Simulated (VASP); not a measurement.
# Pt (Pm-3n) in VASP: further runs, part 2 of 3

VASP 6.6.1. Earlier steps stand in the parts before.

## Step 3: Single point, PBEsol

This run uses another cell than the first one, of 16.03 Å³/atom.

Contents of INCAR:

```
SYSTEM = Pt
PREC     = Accurate       ! precision mode
ENCUT    = 520            ! plane-wave cutoff, eV
EDIFF    = 1E-7           ! SCF threshold, eV
ISMEAR   = 0              ! smearing method
SIGMA    = 0.1            ! smearing width, eV
LREAL    = .FALSE.        ! projectors in reciprocal space
LASPH    = .TRUE.         ! aspherical terms in the spheres
NELM     = 60             ! most SCF steps
ALGO     = Fast           ! electronic algorithm
ISIF     = 2              ! what is computed and relaxed
LWAVE    = .FALSE.        ! write WAVECAR
LCHARG   = .FALSE.        ! write CHGCAR
GGA      = PS             ! functional
NBANDS   = 50             ! bands
```

Contents of KPOINTS:

```
Automatic mesh
0
G
  4 4 4
  0 0 0
```

Contents of POSCAR:

```
Pt
1.0
    5.0426246766      0.0000000000      0.0000000000
    0.0000000000      5.0426246766      0.0000000000
    0.0000000000      0.0000000000      5.0426246766
Pt
8
Direct
    0.5000000000      0.5000000000      0.5000000000
    0.0000000000      0.0000000000      0.0000000000
    0.2500000000      0.0000000000      0.5000000000
    0.5000000000      0.2500000000      0.0000000000
    0.5000000000      0.7500000000      0.0000000000
    0.7500000000      0.0000000000      0.5000000000
    0.0000000000      0.5000000000      0.7500000000
    0.0000000000      0.5000000000      0.2500000000
```

Potentials or basis: VASP PAW PBE potentials, release 64 (Pt).

The run is started by

```
cat potpaw_PBE.64/Pt/POTCAR > POTCAR
mpirun -np 1 vasp_std > vasp.out
```

OUTCAR:

```text
SYSTEM = Pt
   PREC = Accurate
   ENCUT = 520
   EDIFF = 1E-7
   ISMEAR = 0
   LREAL = .FALSE.
   LASPH = .TRUE.
   NELM = 60
   ISIF = 2
   GGA = PS

 ion  position               nearest neighbor table
   1  0.500  0.500  0.500-   3 2.82   4 2.82   5 2.82   6 2.82   7 2.82   8 2.82   4 2.82   5 2.82
                             3 2.82   6 2.82   7 2.82   8 2.82
   2  0.000  0.000  0.000-   3 2.82   4 2.82   5 2.82   6 2.82   7 2.82   8 2.82   3 2.82   6 2.82
                             7 2.82   8 2.82   4 2.82   5 2.82
   3  0.250  0.000  0.500-   6 2.52   6 2.52   1 2.82   2 2.82   1 2.82   2 2.82   8 3.09   5 3.09
                             4 3.09   5 3.09   4 3.09   7 3.09   8 3.09   7 3.09
   4  0.500  0.250  0.000-   5 2.52   5 2.52   1 2.82   1 2.82   2 2.82   2 2.82   8 3.09   3 3.09
                             3 3.09   6 3.09   6 3.09   7 3.09   7 3.09   8 3.09
   5  0.500  0.750  0.000-   4 2.52   4 2.52   1 2.82   1 2.82   2 2.82   2 2.82   8 3.09   3 3.09
                             3 3.09   6 3.09   6 3.09   7 3.09   7 3.09   8 3.09
   6  0.750  0.000  0.500-   3 2.52   3 2.52   1 2.82   2 2.82   1 2.82   2 2.82   8 3.09   4 3.09
                             4 3.09   5 3.09   5 3.09   7 3.09   8 3.09   7 3.09
   7  0.000  0.500  0.750-   8 2.52   8 2.52   1 2.82   2 2.82   2 2.82   1 2.82   3 3.09   4 3.09
                             5 3.09   3 3.09   6 3.09   6 3.09   4 3.09   5 3.09
   8  0.000  0.500  0.250-   7 2.52   7 2.52   1 2.82   2 2.82   2 2.82   1 2.82   3 3.09   4 3.09
                             5 3.09   3 3.09   6 3.09   6 3.09   4 3.09   5 3.09

  LATTYP: Found a simple cubic cell.
 ALAT       =     5.0426246766

  Lattice vectors:

 A1 = (   5.0426246766,   0.0000000000,   0.0000000000)
 A2 = (   0.0000000000,   5.0426246766,   0.0000000000)
 A3 = (   0.0000000000,   0.0000000000,   5.0426246766)

Analysis of symmetry for initial positions (statically):
=====================================================================
 Subroutine PRICEL returns:
 Original cell was already a primitive cell.

 Routine SETGRP: Setting up the symmetry group for a
 simple cubic supercell.

 Subroutine GETGRP returns: Found 48 space group operations
 (whereof 24 operations were pure point group operations)
 out of a pool of 48 trial point group operations.

The static configuration has the point symmetry T_h .
 The point group associated with its full space group is O_h .

Analysis of symmetry for dynamics (positions and initial velocities):
=====================================================================
 Subroutine PRICEL returns:
 Original cell was already a primitive cell.

 Routine SETGRP: Setting up the symmetry group for a
 simple cubic supercell.

 Subroutine GETGRP returns: Found 48 space group operations
 (whereof 24 operations were pure point group operations)
 out of a pool of 48 trial point group operations.

The dynamic configuration has the point symmetry T_h .
 The point group associated with its full space group is O_h .

 Subroutine INISYM returns: Found 48 space group operations
 (whereof 24 operations are pure point group operations),
 and found     1 'primitive' translations

----------------------------------------------------------------------------------------

                                     Primitive cell

  volume of cell :     128.2242
[... 66 lines left out ...]
  0.500000  0.500000  0.250000      6.000000
  0.500000  0.500000  0.500000      1.000000
   k-points           NKPTS =     10   k-points in BZ     NKDIM =     10   number of bands    NBANDS=     50
   number of dos      NEDOS =    301   number of ions     NIONS =      8
   total plane-waves  NPLWV =  64000
   dimension x,y,z NGX =    40 NGY =   40 NGZ =   40
   dimension x,y,z NGXF=    80 NGYF=   80 NGZF=   80
   ions per type =               8
   NGX,Y,Z   is equivalent  to a cutoff of  13.19, 13.19, 13.19 a.u.
   NGXF,Y,Z  is equivalent  to a cutoff of  26.37, 26.37, 26.37 a.u.
 SYSTEM =  Pt
   PREC   = accura    normal or accurate (medium, high low for compatibility)
   ISTART =      0    job   : 0-new  1-cont  2-samecut
   ICHARG =      2    charge: 1-file 2-atom 10-const
   ISPIN  =      1    spin polarized calculation?
   LNONCOLLINEAR =      F non collinear calculations
   LSORBIT =      F    spin-orbit coupling
   LASPH  =      T    aspherical Exc in radial PAW
   ENCUT  =  520.0 eV  38.22 Ry    6.18 a.u.   9.38  9.38  9.38*2*pi/ulx,y,z
   NELM   =     60;   NELMIN=  2; NELMDL= -5     # of ELM steps
   EDIFF  = 0.1E-06   stopping-criterion for ELM
   LREAL  =      F    real-space projection
   EDIFFG = 0.1E-05   stopping-criterion for IOM
   NSW    =      0    number of steps for IOM
   IBRION =     -1    ionic relax: 0-MD 1-quasi-New 2-CG
   NFREE  =      0    steps in history (QN), initial steepest desc. (CG)
   ISIF   =      2    stress and relaxation
   ISYM   =      2    0-nonsym 1-usesym 2-fastsym
   POTIM  = 0.5000    time-step for ionic-motion
   TEBEG  =    0.0;   TEEND  =   0.0 temperature during run
   PSTRESS=    0.0 pullay stress
   NELECT =      80.0000    total number of electrons
   NUPDOWN=      -1.0000    fix difference up-down
   EMIN   =  10.00;   EMAX   =-10.00  energy-range for DOS
   EFERMI =   0.00;   METHOD = LEGACY
   ISMEAR =     0;   SIGMA  =   0.10  broadening in eV -4-tet -1-fermi 0-gaus
   EFERMI_NEDOS =   21; number of points for ismear=-14 and -15
   IALGO  =     68    algorithm
   IMIX   =      4    mixing-type and parameters
     AMIX     =   0.40;   BMIX     =  1.00
     AMIX_MAG =   1.60;   BMIX_MAG =  1.00
  volume/ion in A,a.u.               =      16.03       108.16
  Fermi-wavevector in a.u.,A,eV,Ry     =   1.398883  2.643506 26.624897  1.956875
  Thomas-Fermi vector in A             =   2.521998
   LORBIT       =      0    0 simple, 1 ext, 2 COOP (PROOUT), +10 PAW based schemes
   GGA     = PS    functional components
   LHFCALC =     F    Hartree Fock is set to
   AEXX    =    0.0000 exact exchange contribution
   IVDW    =     0    specifies the selected vdW correction
   LEPSILON=     F    determine dielectric tensor
   LRPA    =     F    only Hartree local field effects (RPA)
 non-spin polarized calculation
 RMM-DIIS sequential band-by-band and
 Gauss-broadening in eV      SIGMA  =   0.10
  energy-cutoff  :      520.00
  volume of cell :      128.22
 maximum number of plane-waves:      3468
 NGX is ok and might be reduce to    40
   NGX = 19   NGY = 19   NGZ = 19

 number of electron      80.0000019 magnetization

 Free energy of the ion-electron system (eV)
  ---------------------------------------------------
  ext. energy  EPLUGINS =         0.00000000
  ---------------------------------------------------
  free energy    TOTEN  =       -53.25206455 eV

  energy without entropy =      -53.17798282  energy(sigma->0) =      -53.21502369

 E-fermi :   9.9344     XC(G=0): -13.2467

 val. band max:        9.9260086730   @ k =   0.2500   0.2500   0.0000
 cond. band min:       9.9500984176   @ k =   0.2500   0.0000   0.0000
 fundamental gap:      0.0240897446
 Fermi energy:         9.9343877852

 k-point     1 :       0.0000    0.0000    0.0000
  band No.  band energies     occupation
      1       0.3169      2.00000
      2       2.9763      2.00000
      3       2.9763      2.00000
      4       4.0994      2.00000
      5       4.3737      2.00000
      6       4.5090      2.00000
[... 519 lines left out ...]
     49      20.8233      0.00000
     50      20.8527      0.00000

------------------------ aborting loop because EDIFF is reached ----------------------------------------

  FORCE on cell =-STRESS in cart. coord.  units (eV):
  Direction    XX          YY          ZZ          XY          YZ          ZX
  --------------------------------------------------------------------------------------
  -------------------------------------------------------------------------------------
  Total       -5.7260380     -5.7260380     -5.7260380      0.0000000      0.0000000     -0.0000000
  in kB      -71.5475675    -71.5475675    -71.5475675      0.0000000      0.0000000     -0.0000000
  external PRESSURE =     -71.5475675 kB  Pullay stress =       0.0000000 kB

 VOLUME and BASIS-vectors are now :
 -----------------------------------------------------------------------------
  energy-cutoff  :      520.00
  volume of cell :      128.22
      direct lattice vectors                 reciprocal lattice vectors
     5.042624677  0.000000000  0.000000000     0.198309425  0.000000000  0.000000000
     0.000000000  5.042624677  0.000000000     0.000000000  0.198309425  0.000000000
     0.000000000  0.000000000  5.042624677     0.000000000  0.000000000  0.198309425

 POSITION                                       TOTAL-FORCE (eV/Angst)
 -----------------------------------------------------------------------------------
      2.52131      2.52131      2.52131        -0.000000      0.000000      0.000000
      0.00000      0.00000      0.00000        -0.000000      0.000000      0.000000
      1.26066      0.00000      2.52131         0.000000      0.000000      0.000000
      2.52131      1.26066      0.00000        -0.000000      0.000000      0.000000
      2.52131      3.78197      0.00000        -0.000000      0.000000     -0.000000
      3.78197      0.00000      2.52131        -0.000000     -0.000000     -0.000000
      0.00000      2.52131      3.78197        -0.000000     -0.000000      0.000000
      0.00000      2.52131      1.26066         0.000000     -0.000000     -0.000000
 -----------------------------------------------------------------------------------
    total drift:                               -0.000000     -0.000000      0.000000

  FREE ENERGIE OF THE ION-ELECTRON SYSTEM (eV)
  ---------------------------------------------------
  free  energy   TOTEN  =       -53.2520645522 eV

  energy  without entropy=      -53.1779828237  energy(sigma->0) =      -53.21502369
```

Run time: 36 s. Hardware: 1 thread of Intel Xeon 6975P-C (Granite Rapids), shared host; peak memory 0.24 GiB.

What came out:

| Item | Value |
| --- | --- |
| Free energy | -53.2521 eV |
| Pressure | -7.2 GPa |
| Band gap on the k mesh | zero (bands 40 and 41 overlap by 0.41 eV) |

Caveat: the cell stands under tension; the PAW data sets were made with another functional, which shifts forces and pressure a little; spin-orbit coupling is left out, which moves the levels of the heavy elements.

(Part 2 of 3 ends here.)
